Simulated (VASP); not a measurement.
# B (Pm-3m) in VASP: further runs, part 2 of 2

VASP 6.6.1.

## (4) Relaxation of cell and atoms, PBE0

This run uses another cell than the first one, of 6.70 Å³/atom.

POSCAR

```
B
1.0
    1.8852400000      0.0000000000      0.0000000000
    0.0000000000      1.8852400000      0.0000000000
    0.0000000000      0.0000000000      1.8852400000
B
1
Direct
    0.5000000000      0.5000000000      0.5000000000
```

INCAR.step1

```
SYSTEM = B
  PREC = Accurate
  ENCUT = 600
  EDIFF = 1E-5
  ISMEAR = -1
  SIGMA = 0.05
  LREAL = .False.
  LASPH = .True.
  NELM = 100
  ALGO = Normal
  LWAVE = .True.
  LCHARG = .False.
  GGA = PE
  NBANDS = 8
```

INCAR.step2

```
SYSTEM = B
  PREC = Accurate
  ENCUT = 600
  EDIFF = 1E-7
  ISMEAR = -1
  SIGMA = 0.05
  LREAL = .False.
  LASPH = .True.
  NELM = 100
  ALGO = Normal
  ISIF = 3
  LWAVE = .False.
  LCHARG = .False.
  GGA = PE
  LHFCALC = .True.
  AEXX = 0.25
  PRECFOCK = Normal
  IBRION = 2
  NSW = 60
  EDIFFG = -0.01
  ISTART = 1
```

KPOINTS

```
Automatic mesh
0
Gamma
  7 7 7
  0 0 0
```

Potentials or basis: VASP PAW PBE potentials, release 64 (B).

Command:

```bash
$ cat potpaw_PBE.64/B/POTCAR > POTCAR
$ cp INCAR.step1 INCAR
$ mpirun -np 1 vasp_std > vasp.out
$ cp INCAR.step2 INCAR
$ mpirun -np 1 vasp_std > vasp.out
```

OUTCAR:

```text
SYSTEM = B
   PREC = Accurate
   ENCUT = 600
   EDIFF = 1E-7
   ISMEAR = -1
   LREAL = .False.
   LASPH = .True.
   NELM = 100
   ISIF = 3
   GGA = PE
   LHFCALC = .True.
   AEXX = 0.25
   PRECFOCK = Normal
   IBRION = 2
   NSW = 60
   EDIFFG = -0.01
   ISTART = 1

 ion  position               nearest neighbor table
   1  0.500  0.500  0.500-

  LATTYP: Found a simple cubic cell.
 ALAT       =     1.8852400000

  Lattice vectors:

 A1 = (   1.8852400000,   0.0000000000,   0.0000000000)
 A2 = (   0.0000000000,   1.8852400000,   0.0000000000)
 A3 = (   0.0000000000,   0.0000000000,   1.8852400000)

Analysis of symmetry for initial positions (statically):
=====================================================================
 Subroutine PRICEL returns:
 Original cell was already a primitive cell.

 Routine SETGRP: Setting up the symmetry group for a
 simple cubic supercell.

 Subroutine GETGRP returns: Found 48 space group operations
 (whereof 48 operations were pure point group operations)
 out of a pool of 48 trial point group operations.

The static configuration has the point symmetry O_h .

Analysis of symmetry for dynamics (positions and initial velocities):
=====================================================================
 Subroutine PRICEL returns:
 Original cell was already a primitive cell.

 Routine SETGRP: Setting up the symmetry group for a
 simple cubic supercell.

 Subroutine GETGRP returns: Found 48 space group operations
 (whereof 48 operations were pure point group operations)
 out of a pool of 48 trial point group operations.

The dynamic configuration has the point symmetry O_h .

 Subroutine INISYM returns: Found 48 space group operations
 (whereof 48 operations are pure point group operations),
 and found     1 'primitive' translations

----------------------------------------------------------------------------------------

                                     Primitive cell

  volume of cell :       6.7004

  direct lattice vectors                    reciprocal lattice vectors
     1.885240000  0.000000000  0.000000000     0.530436443  0.000000000  0.000000000
     0.000000000  1.885240000  0.000000000     0.000000000  0.530436443  0.000000000
     0.000000000  0.000000000  1.885240000     0.000000000  0.000000000  0.530436443

  length of vectors
     1.885240000  1.885240000  1.885240000     0.530436443  0.530436443  0.530436443

  position of ions in fractional coordinates (direct lattice)
     0.500000000  0.500000000  0.500000000

  ion indices of the primitive-cell ions
   primitive index   ion index
                 1           1

----------------------------------------------------------------------------------------

 KPOINTS: Automatic mesh

Automatic generation of k-mesh.
 Grid dimensions read from file:
 generate k-points for:    7    7    7

 Generating k-lattice:

  Cartesian coordinates                     Fractional coordinates (reciprocal lattice)
     0.075776635  0.000000000  0.000000000     0.142857143  0.000000000  0.000000000
     0.000000000  0.075776635  0.000000000     0.000000000  0.142857143  0.000000000
     0.000000000  0.000000000  0.075776635     0.000000000  0.000000000  0.142857143

  Length of vectors
     0.075776635  0.075776635  0.075776635

  Shift w.r.t. Gamma in fractional coordinates (k-lattice)
     0.000000000  0.000000000  0.000000000

 Subroutine IBZKPT returns following result:
 ===========================================

 Found     20 irreducible k-points:

 Following reciprocal coordinates:
            Coordinates               Weight
  0.000000  0.000000  0.000000      1.000000
  0.142857  0.000000  0.000000      6.000000
  0.285714  0.000000  0.000000      6.000000
  0.428571  0.000000  0.000000      6.000000
  0.142857  0.142857  0.000000     12.000000
  0.285714  0.142857  0.000000     24.000000
[... 12 lines left out ...]
  0.428571  0.428571  0.285714     24.000000
  0.428571  0.428571  0.428571      8.000000
   k-points           NKPTS =     20   k-points in BZ     NKDIM =    343   number of bands    NBANDS=      5
   number of dos      NEDOS =    301   number of ions     NIONS =      1
   total plane-waves  NPLWV =   4096
   dimension x,y,z NGX =    16 NGY =   16 NGZ =   16
   dimension x,y,z NGXF=    32 NGYF=   32 NGZF=   32
   ions per type =               1
   NGX,Y,Z   is equivalent  to a cutoff of  14.11, 14.11, 14.11 a.u.
   NGXF,Y,Z  is equivalent  to a cutoff of  28.22, 28.22, 28.22 a.u.
 SYSTEM =  B
   PREC   = accura    normal or accurate (medium, high low for compatibility)
   ISTART =      1    job   : 0-new  1-cont  2-samecut
   ICHARG =      0    charge: 1-file 2-atom 10-const
   ISPIN  =      1    spin polarized calculation?
   LNONCOLLINEAR =      F non collinear calculations
   LSORBIT =      F    spin-orbit coupling
   LASPH  =      T    aspherical Exc in radial PAW
   ENCUT  =  600.0 eV  44.10 Ry    6.64 a.u.   3.77  3.77  3.77*2*pi/ulx,y,z
   NELM   =    100;   NELMIN=  2; NELMDL=  0     # of ELM steps
   EDIFF  = 0.1E-06   stopping-criterion for ELM
   LREAL  =      F    real-space projection
   EDIFFG = -.1E-01   stopping-criterion for IOM
   NSW    =     60    number of steps for IOM
   IBRION =      2    ionic relax: 0-MD 1-quasi-New 2-CG
   NFREE  =      1    steps in history (QN), initial steepest desc. (CG)
   ISIF   =      3    stress and relaxation
   ISYM   =      3    0-nonsym 1-usesym 2-fastsym
   POTIM  = 0.5000    time-step for ionic-motion
   TEBEG  =    0.0;   TEEND  =   0.0 temperature during run
   PSTRESS=    0.0 pullay stress
   NELECT =       3.0000    total number of electrons
   NUPDOWN=      -1.0000    fix difference up-down
   EMIN   =  10.00;   EMAX   =-10.00  energy-range for DOS
   EFERMI =   0.00;   METHOD = LEGACY
   ISMEAR =    -1;   SIGMA  =   0.05  broadening in eV -4-tet -1-fermi 0-gaus
   EFERMI_NEDOS =   21; number of points for ismear=-14 and -15
   IALGO  =     38    algorithm
   IMIX   =      1    mixing-type and parameters
     AMIX     =   0.40;   BMIX     =  1.00
     AMIX_MAG =   1.60;   BMIX_MAG =  1.00
  volume/ion in A,a.u.               =       6.70        45.22
  Fermi-wavevector in a.u.,A,eV,Ry     =   1.252416  2.366723 21.341361  1.568546
  Thomas-Fermi vector in A             =   2.386317
   LORBIT       =      0    0 simple, 1 ext, 2 COOP (PROOUT), +10 PAW based schemes
   GGA     = PE    functional components
   LHFCALC =     T    Hartree Fock is set to
   PRECFOCK=normal    Normal, Fast or Accurate (Low or Medium for compatibility)
   ENCUT4O =  -1.0   cutoff for four orbital integrals eV
   NKREDX  =     1    reduce k-point grid by
   NKREDY  =     1    reduce k-point grid by
   NKREDZ  =     1    reduce k-point grid by
   AEXX    =    0.2500 exact exchange contribution
   HFSCREEN=    0.0000 screening length (either q_TF or 0.3 A-1)
   HFSCREENC=   0.0000 screening length for correlation (either q_TF or 0.3 A-1)
   ENCUTFOCK=  -1.0 apply spherical cutoff to Coloumb kernel
   IVDW    =     0    specifies the selected vdW correction
   LEPSILON=     F    determine dielectric tensor
   LRPA    =     F    only Hartree local field effects (RPA)
 conjugate gradient relaxation of ions
 non-spin polarized calculation
  energy-cutoff  :      600.00
  volume of cell :        6.70
 maximum number of plane-waves:       251
 NGX is ok and might be reduce to    16
  NGX = 12; NGY = 12; NGZ = 12

--------------------------------------- Ionic step        1  -------------------------------------------

 number of electron       3.0000000 magnetization

 Free energy of the ion-electron system (eV)
  ---------------------------------------------------
  ext. energy  EPLUGINS =         0.00000000
  ---------------------------------------------------
  free energy    TOTEN  =        -6.60865520 eV

  energy without entropy =       -6.60456830  energy(sigma->0) =       -6.60661175

------------------------ aborting loop because EDIFF is reached ----------------------------------------

  FORCE on cell =-STRESS in cart. coord.  units (eV):
  Direction    XX          YY          ZZ          XY          YZ          ZX
  --------------------------------------------------------------------------------------
  -------------------------------------------------------------------------------------
  Total       -0.2185725     -0.2185725     -0.2185725     -0.0000000      0.0000000     -0.0000000
  in kB      -52.2644181    -52.2644181    -52.2644181     -0.0000000      0.0000000     -0.0000000
  external PRESSURE =     -52.2644181 kB  Pullay stress =       0.0000000 kB
[... 55 lines left out ...]
  energy  without entropy=       -6.6063883751  energy(sigma->0) =       -6.60843182

--------------------------------------- Ionic step        3  -------------------------------------------

 number of electron       3.0000000 magnetization

 Free energy of the ion-electron system (eV)
  ---------------------------------------------------
  ext. energy  EPLUGINS =         0.00000000
  ---------------------------------------------------
  free energy    TOTEN  =        -6.61102080 eV

  energy without entropy =       -6.60693390  energy(sigma->0) =       -6.60897735

 E-fermi :   6.9273     XC(G=0):  -9.7861

 val. band max:        6.8777754578   @ k =   0.4286   0.2857   0.2857
 cond. band min:       8.7895122105   @ k =   0.4286   0.4286   0.2857
 fundamental gap:      1.9117367527
 Fermi energy:         6.9272953931

 k-point     1 :       0.0000    0.0000    0.0000
  band No.  band energies     occupation
      1     -11.3838      2.00000
      2      22.9779      0.00000
      3      22.9779      0.00000
      4      22.9779      0.00000
      5      33.2188      0.00000

 k-point     2 :       0.1429    0.0000    0.0000
  band No.  band energies     occupation
      1     -10.6086      2.00000
      2      17.3721      0.00000
      3      23.5864      0.00000
      4      23.5864      0.00000
      5      34.0630      0.00000
[... 170 lines left out ...]
  FREE ENERGIE OF THE ION-ELECTRON SYSTEM (eV)
  ---------------------------------------------------
  free  energy   TOTEN  =        -6.6110208019 eV

  energy  without entropy=       -6.6069339032  energy(sigma->0) =       -6.60897735

 reached required accuracy - stopping structural energy minimisation
```

Wall time 1.7 min (1 thread of Intel Xeon 8259CL, shared host); peak memory 0.11 GiB.

What came out:

| Quantity | Value |
| --- | --- |
| Free energy | -6.6110 eV |
| Relaxed volume | 6.56 Å³/atom |
| Relaxed cell | a = 1.872 Å, b = 1.872 Å, c = 1.872 Å, α = 90.00°, β = 90.00°, γ = 90.00° |
| Space group after relaxing (to 0.1 Å) | Pm-3m (No. 221) |
| Energy gained by relaxing | 2.4 meV/atom |
| Ionic steps | 3 |
| Pressure after relaxing | 0.0 GPa |
| Band gap on the k mesh | zero (an odd number of electrons rules out a gap without spin polarisation) |

The path:
```csv
step,energy change (eV),largest force (eV/Å),pressure (GPa),volume (Å³)
1,0.0000,0.0000,-5.23,6.70
2,-0.0018,0.0000,2.63,6.49
3,-0.0024,0.0000,0.01,6.56
```

Final structure:
```
B
1.0
     1.87175    0.00000    0.00000
     0.00000    1.87175    0.00000
     0.00000    0.00000    1.87175
B
1
Direct
  0.50000 0.50000 0.50000
```

Caveat: the k points lie up to 0.48 Å⁻¹ apart in the final cell, too coarse for converged energies and pressures of a metal; the PAW data sets were made with another functional, which shifts forces and pressure a little.

## (5) Summary

| task | level | cell | cutoff (eV) | share of exact exchange | screening parameter | gap on the mesh (eV) | pressure (GPa) |
| --- | --- | --- | --- | --- | --- | --- | --- |
| single point | B3LYP | a = 1.888 Å, 1 atom | 520 | 0.2 | - | none | 0.1 |
| single point | HSE06 | a = 1.885 Å, 1 atom | 520 | 0.25 | 0.2079 1/Å | none | -4.5 |
| relaxation of cell and atoms | PBE0 | relaxed from a = 1.885 Å, 1 atom | 600 | 0.25 | - | none | 0.0 |

Alike in all rows: potentials or basis VASP PAW PBE potentials, release 64 (B); no spin polarisation; k mesh 7 × 7 × 7; smearing fermi-dirac 0.05 eV.

Caveats: all runs use coarse meshes; the PAW data sets were made with another functional, which shifts forces and pressure a little.

Absolute energies hang on the potentials; compare differences alone.
